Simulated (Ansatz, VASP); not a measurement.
# Tl in VASP and in Ansatz

Contents of INCAR:

```
SYSTEM = Tl
PREC = Accurate ; ENCUT = 520
EDIFF = 1E-7 ; ISMEAR = 0
SIGMA = 0.15 ; LREAL = .False.
LASPH = .True. ; NELM = 60
ALGO = Fast ; ISIF = 2
LWAVE = .False. ; LCHARG = .False.
GGA = PE ; NBANDS = 20
```

Contents of KPOINTS:

```
regular mesh
0
Gamma
  18 18 10
  0 0 0
```

Contents of POSCAR:

```
Tl
1.0
    3.7324782250      0.0000000000      0.0000000000
   -1.8662391125      3.2324209619      0.0000000000
    0.0000000000      0.0000000000      5.3040000000
Tl
2
Direct
    0.3333333333      0.6666666667      0.2500000000
    0.6666666667      0.3333333333      0.7500000000
```

Input for Ansatz:

```yaml
crystal:
  lattice:
    - [3.732478225, 0.0, 0.0]
    - [-1.8662391125, 3.2324209619, 0.0]
    - [0.0, 0.0, 5.304]
  atoms:
    - { symbol: Tl, position: [0.3333333333, 0.6666666667, 0.25] }
    - { symbol: Tl, position: [0.6666666667, 0.3333333333, 0.75] }
basis:
  ecutwfc: 420
kpoints:
  mp_grid: { grid: [18, 18, 10] }
hamiltonian:
  xc: pbe
scf:
  occupations: { method: gaussian, width: 0.15 }
output:
  forces: true
  stress: true
  eigenvalues: true
```

Change from the starting cell: strain +0.080 along x and y, -0.040 along z, atoms carried along.

Alike in both runs: task single point; functional PBE; k mesh 18 × 18 × 10; occupations gaussian, width 0.15 eV; no spin polarisation.

```csv
,VASP,Ansatz
version,VASP 6.6.1,Ansatz 0.2.0
potentials or method,"VASP PAW PBE potentials, release 64 (Tl_d), cutoff 520 eV","scalar-relativistic, plane waves, PAW"
valence electrons in the cell,26,26
```

|  | VASP | Ansatz | Ansatz less VASP |
| --- | --- | --- | --- |
| gap on the k mesh at the Fermi level (eV) | none | none | - |
| pressure (GPa) | -0.1 | 0.0 | +0.05 |
| traceless stress, the component that is largest in VASP (GPa) | 1.01 | 1.01 | -0.001 |

A gap of «none» marks a metal or a gap that the smearing closes.

Spin-orbit coupling is off throughout.
